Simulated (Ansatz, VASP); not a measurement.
Si in VASP and in Ansatz

```xyz
1
Lattice="-1.4003 1.4003 1.4003 1.4003 -1.4003 1.4003 1.4003 1.4003 -1.4003" Properties=species:S:1:pos:R:3 pbc="T T T"
Si    0.0000    0.0000    0.0000
```

Change from the starting cell: volume scaled by 0.75, norm-conserving files.

Alike in both runs: task single point; functional PBE; k mesh 17 × 17 × 17; occupations fermi-dirac, width 0.05 eV; no spin polarisation.

|  | VASP | Ansatz |
| --- | --- | --- |
| version | VASP 6.6.1 | Ansatz 0.2.0 |
| potentials or method | VASP PAW PBE potentials, release 64 (Si) | norm-conserving pseudopotentials, scalar-relativistic |
| plane-wave cutoff (eV) | 520 | 490 |
| valence electrons in the cell | 4 | 4 |

|  | VASP | Ansatz | Ansatz less VASP |
| --- | --- | --- | --- |
| pressure (GPa) | 49.2 | 49.4 | +0.21 |

Both programs put the cell under a high pressure, so it lies far from rest at this level.
